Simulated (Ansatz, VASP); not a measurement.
## One calculation of Si, two programs

```
CELL_PARAMETERS angstrom
0.00000 5.43000 5.43000
5.43000 0.00000 5.43000
5.43000 5.43000 0.00000
ATOMIC_POSITIONS crystal
Si 0.00002 0.00006 0.99995
Si 0.12459 0.12450 0.12471
Si 0.00317 0.00296 0.49693
Si 0.12462 0.12454 0.62615
Si 0.00299 0.49687 0.00331
Si 0.12445 0.62636 0.12463
Si 0.00301 0.49691 0.49687
Si 0.13057 0.62306 0.62321
Si 0.49690 0.00283 0.00337
Si 0.62627 0.12442 0.12468
Si 0.49693 0.00287 0.49691
Si 0.62327 0.13007 0.62335
Si 0.49676 0.49678 0.00329
Si 0.62289 0.62281 0.13132
Si 0.49983 0.49936 0.50055
Si 0.62296 0.62290 0.62311
Si 0.74982 0.74935 0.75056
```

Alike in both runs: functional LDA; k mesh 2 × 2 × 2; occupations gaussian, width 0.05 eV; no spin polarisation.

Ansatz relaxed the structure, and its values are those at the end. VASP's run is a single point on that final structure, the one shown.

|  | VASP | Ansatz |
| --- | --- | --- |
| version | VASP 6.6.1 | Ansatz 0.2.0 |
| potentials or method | VASP PAW LDA potentials, release 64 (Si), cutoff 520 eV | scalar-relativistic, plane waves, PAW |
| valence electrons in the cell | 68 | 68 |

```tsv
	VASP	Ansatz	Ansatz less VASP
rms of the force components (eV/Å)	0.007	0.008	+0.0007
```

Ansatz warns that its potentials were made for another functional, while VASP's fit it. LDA's correlation is that of Perdew and Zunger in VASP and of Perdew and Wang (1992) in Ansatz.

The k mesh is coarse, so the values compare programs but aren't converged.
